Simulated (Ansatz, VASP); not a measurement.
**One calculation of C, two programs**

INCAR

```
SYSTEM = C
  ALGO = Normal
  EDIFF = 1E-6
  ENCUT = 520
  GGA = PE
  ISIF = 2
  ISMEAR = 0
  LASPH = .TRUE.
  LCHARG = .TRUE.
  LELF = .TRUE.
  LREAL = .FALSE.
  LVHAR = .TRUE.
  LWAVE = .FALSE.
  NBANDS = 31
  NELM = 100
  PREC = Accurate
  SIGMA = 0.05
```

File KPOINTS:

```
k-points
0
G
  10 10 3
  0 0 0
```

Contents of POSCAR:

```
C
1.0
   -2.5194924611      0.0000000000      0.0000000000
   -1.2597462306     -2.1819444760      0.0000000000
    1.0077969845      0.7273148253     10.3668212017
C
10
Direct
   -0.0625923738      0.0248251803      0.8741755410
    0.9026523738      0.9751748197      0.7252244590
    0.0961073185      0.1086818835      0.1257456505
    0.8439526816      0.8913181165      0.4736543495
    0.1308865259      0.1583664656      0.2747993967
    0.8091734741      0.8416335344      0.3246006033
    0.2824312586      0.3748589408      0.9242768224
    0.5576287414      0.6251410592      0.6751231776
    0.4177538336      0.4253197623      0.0756592868
    0.5223061664      0.5746802377      0.5237407132
```

Input for Ansatz:

```yaml
crystal:
  lattice:
    - [-2.5194924611, 0.0, 0.0]
    - [-1.2597462306, -2.181944476, 0.0]
    - [1.0077969845, 0.7273148253, 10.3668212017]
  atoms:
    - { symbol: C, position: [-0.0625923738, 0.0248251803, 0.874175541] }
    - { symbol: C, position: [0.9026523738, 0.9751748197, 0.725224459] }
    - { symbol: C, position: [0.0961073185, 0.1086818835, 0.1257456505] }
    - { symbol: C, position: [0.8439526816, 0.8913181165, 0.4736543495] }
    - { symbol: C, position: [0.1308865259, 0.1583664656, 0.2747993967] }
    - { symbol: C, position: [0.8091734741, 0.8416335344, 0.3246006033] }
    - { symbol: C, position: [0.2824312586, 0.3748589408, 0.9242768224] }
    - { symbol: C, position: [0.5576287414, 0.6251410592, 0.6751231776] }
    - { symbol: C, position: [0.4177538336, 0.4253197623, 0.0756592868] }
    - { symbol: C, position: [0.5223061664, 0.5746802377, 0.5237407132] }
basis:
  ecutwfc: 420
kpoints:
  mp_grid: { grid: [10, 10, 3] }
hamiltonian:
  xc: pbe
scf:
  occupations: { method: gaussian, width: 0.05 }
output:
  forces: true
  stress: true
  eigenvalues: true
```

Alike in both runs: task single point; functional PBE; k mesh 10 × 10 × 3; occupations gaussian, width 0.05 eV; no spin polarisation.

|  | VASP | Ansatz |
| --- | --- | --- |
| version | VASP 6.6.1 | Ansatz 0.2.0 |
| potentials or method | VASP PAW PBE potentials, release 64 (C), cutoff 520 eV | scalar-relativistic, plane waves, PAW |
| valence electrons in the cell | 40 | 40 |

VASP gave:

| Property | Result |
| --- | --- |
| gap on the k mesh at the Fermi level (eV) | 4.24 |
| least direct gap on the mesh (eV) | 5.13 |
| pressure (GPa) | 0.6 |
| traceless stress, the component that is largest in VASP (GPa) | 10.68 |
| rms of the force components (eV/Å) | 0.439 |

Question: Estimate Ansatz's values.

Answer: gap on the k mesh at the Fermi level (eV): 4.25; least direct gap on the mesh (eV): 5.14; pressure (GPa): -0.1; traceless stress, the component that is largest in VASP (GPa): 10.68; rms of the force components (eV/Å): 0.440.

Atom by atom the forces differ by 0.003 eV/Å (rms over components).
